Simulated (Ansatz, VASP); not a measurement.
**ZnSe in VASP and in Ansatz**

```xyz
2
Lattice="0.0000 2.7949 2.7949 2.7949 0.0000 2.7949 2.7949 2.7949 0.0000" Properties=species:S:1:pos:R:3 pbc="T T T"
Zn    0.0000    0.0000    0.0000
Se    1.3974    1.3974    1.3974
```

Alike in both runs: task relaxation of the atoms; functional r2SCAN; k mesh 8 × 8 × 8; occupations fermi-dirac, width 0.02 eV; no spin polarisation.

```csv
,VASP,Ansatz
version,VASP 6.6.1,Ansatz 0.2.0
potentials or method,"VASP PAW PBE potentials, release 64 (Zn, Se), cutoff 520 eV",PAW plane waves
valence electrons in the cell,18,28
```

|  | VASP | Ansatz | Ansatz less VASP |
| --- | --- | --- | --- |
| gap on the k mesh at the Fermi level, each at its own relaxed structure (eV) | 2.05 | 2.04 | -0.012 |

VASP's potentials were made for PBE, not for r2SCAN. VASP's potentials hold 18 valence electrons a cell and Ansatz's 28, so a difference there can come from the potentials and not from the codes. Ansatz's warnings: stress scf threshold loose.

Noted on VASP's run: the relaxation stopped at its first step, so nothing moved.
